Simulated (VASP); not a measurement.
**Al: single point with PBE exchange alone**

The system is Al.

```
CELL_PARAMETERS angstrom
0.00000 1.99744 1.99744
1.99744 0.00000 1.99744
1.99744 1.99744 0.00000
ATOMIC_POSITIONS crystal
Al 0.00000 0.00000 0.00000
```

* Program: VASP 6.6.1
* Task: single point
* Functional: PBE exchange alone
* Potentials or basis: VASP PAW PBE potentials, release 64 (Al)
* Cutoff: 520 eV
* k mesh: 11 × 11 × 11
* Occupations: fermi-dirac, width 0.05 eV
* Spin: no spin polarisation
* Dipole correction: no
* Further INCAR settings: ALGO = Normal; EDIFF = 1e-06; NBANDS = 8

```
Pressure : 13.0 GPa
```

Levels at points of the mesh, in eV from the Fermi level:
| k point | band 1 | band 2 | band 3 | band 4 | band 5 |
| --- | --- | --- | --- | --- | --- |
| (0.00, 0.00, 0.00) | -11.38 | 12.76 | 12.76 | 12.76 | 14.48 |

Run time: 3.4 s on 1 thread of Intel Xeon 6975P-C, on a shared host, peak memory 0.13 GiB.
